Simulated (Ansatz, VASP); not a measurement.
# Al: VASP beside Ansatz

INCAR

```
SYSTEM = Al
PREC = Accurate ; ENCUT = 520
EDIFF = 1E-7 ; ISMEAR = 0
SIGMA = 0.1 ; LREAL = .False.
LASPH = .True. ; NELM = 100
ALGO = Fast ; ISIF = 2
LWAVE = .False. ; LCHARG = .False.
GGA = PE ; NBANDS = 14
```

File KPOINTS:

```
regular mesh
0
Gamma
  18 18 6
  0 0 0
```

The input POSCAR:

```
Al
1.0
    2.7701114222      0.0000000000      0.0000000000
   -1.3850557111      2.3989868629      0.0000000000
    0.0000000000      0.0000000000      9.2764751017
Al
4
Direct
    0.0000000000      0.0000000000      0.0065316836
    0.3333333300      0.6666666700      0.2434683164
    0.0000000000      0.0000000000      0.5065316836
    0.6666666700      0.3333333300      0.7434683164
```

Input for Ansatz:

```yaml
crystal:
  lattice:
    - [2.7701114222, 0.0, 0.0]
    - [-1.3850557111, 2.3989868629, 0.0]
    - [0.0, 0.0, 9.2764751017]
  atoms:
    - { symbol: Al, position: [0.0, 0.0, 0.0065316836] }
    - { symbol: Al, position: [0.33333333, 0.66666667, 0.2434683164] }
    - { symbol: Al, position: [0.0, 0.0, 0.5065316836] }
    - { symbol: Al, position: [0.66666667, 0.33333333, 0.7434683164] }
basis:
  ecutwfc: 420
kpoints:
  mp_grid: { grid: [18, 18, 6] }
hamiltonian:
  xc: pbe
scf:
  occupations: { method: gaussian, width: 0.1 }
output:
  forces: true
  stress: true
  eigenvalues: true
```

Alike in both runs: task single point; functional PBE; k mesh 18 × 18 × 6; occupations gaussian, width 0.1 eV; no spin polarisation.

```csv
,VASP,Ansatz
version,VASP 6.6.1,Ansatz 0.2.0
potentials or method,"VASP PAW PBE potentials, release 64 (Al), cutoff 520 eV","scalar-relativistic, plane waves, PAW"
valence electrons in the cell,12,12
```

|  | VASP | Ansatz | Ansatz less VASP |
| --- | --- | --- | --- |
| gap on the k mesh at the Fermi level (eV) | none | none | - |
| pressure (GPa) | 7.2 | 7.2 | +0.03 |
| traceless stress, the component that is largest in VASP (GPa) | -1.43 | -1.43 | -0.002 |
| rms of the force components (eV/Å) | 0.420 | 0.420 | -0.0001 |

Atom by atom the forces differ by 0.000 eV/Å (rms over components). A gap of «none» marks a metal or a gap that the smearing closes.
